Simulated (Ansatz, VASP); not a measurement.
**One calculation of B2C, two programs**

```
B C
1.0
     2.65550    0.00000    0.00000
     0.00000    2.65550    0.00000
     0.00000    0.00000    3.23115
B C
2 1
Direct
  0.50000 0.00000 0.75173
  0.00000 0.50000 0.24827
  0.00000 0.00000 0.50000
```

Change from the starting cell: species swapped into the AgI2 type (P-4m2, No. 115).

Alike in both runs: functional PBE; k mesh 7 × 7 × 5; occupations gaussian, width 0.2 eV; no spin polarisation.

Ansatz relaxed the structure, and its values are those at the end. VASP's run is a single point on that final structure, the one shown.

|  | VASP | Ansatz |
| --- | --- | --- |
| version | VASP 6.6.1 | Ansatz 0.2.0 |
| potentials or method | VASP PAW PBE potentials, release 64 (B, C), cutoff 600 eV | scalar-relativistic, plane waves, PAW |
| valence electrons in the cell | 10 | 10 |

```tsv
	VASP	Ansatz	Ansatz less VASP
gap on the k mesh at the Fermi level (eV)	none	none	-
pressure (GPa)	0.0	0.0	-0.01
rms of the force components (eV/Å)	0.004	0.003	-0.0004
```

A gap of «none» marks a metal or a gap that the smearing closes. With one functional, cell and mesh, what is left measures potentials, basis and numerics.

The k mesh is coarse, so the values compare programs but aren't converged.
